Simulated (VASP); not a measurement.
Sc3Te, 4 atoms in the cell. The typed cell holds 4 atoms: a = 5.048 Å, b = 5.048 Å, c = 5.048 Å, α = 60.00°, β = 60.00°, γ = 60.00°.  This cell differs from its parent crystal: atoms moved at random.

```yaml
Program: VASP 6.6.1
Task: single point
Functional: PBE
Potentials_or_basis: VASP PAW PBE potentials, release 64 (Sc_sv, Te)
Cutoff: 500 eV
k_mesh: 7 × 7 × 7
Occupations: fermi-dirac, width 0.05 eV
Spin: no spin polarisation
Dipole_correction: no
Further_INCAR_settings: ALGO = Normal; EDIFF = 1e-06; NBANDS = 28
```

Potentials or basis: VASP PAW PBE potentials, release 64 (Sc_sv, Te).

The run is started by

```console
$ cat potpaw_PBE.64/Sc_sv/POTCAR potpaw_PBE.64/Te/POTCAR > POTCAR
$ mpirun -np 1 vasp_std > vasp.out
```

Hardware: 1 thread of Intel(R) Xeon(R) Platinum 8488C (Sapphire Rapids), with other jobs on the host.

Q: How long does it take, and how much memory?

A: Run time: 8.6 min on 1 thread of Intel(R) Xeon(R) Platinum 8488C (Sapphire Rapids) (shared host), peak memory 0.5 GiB. Counts: scf iterations 15, k points 172.
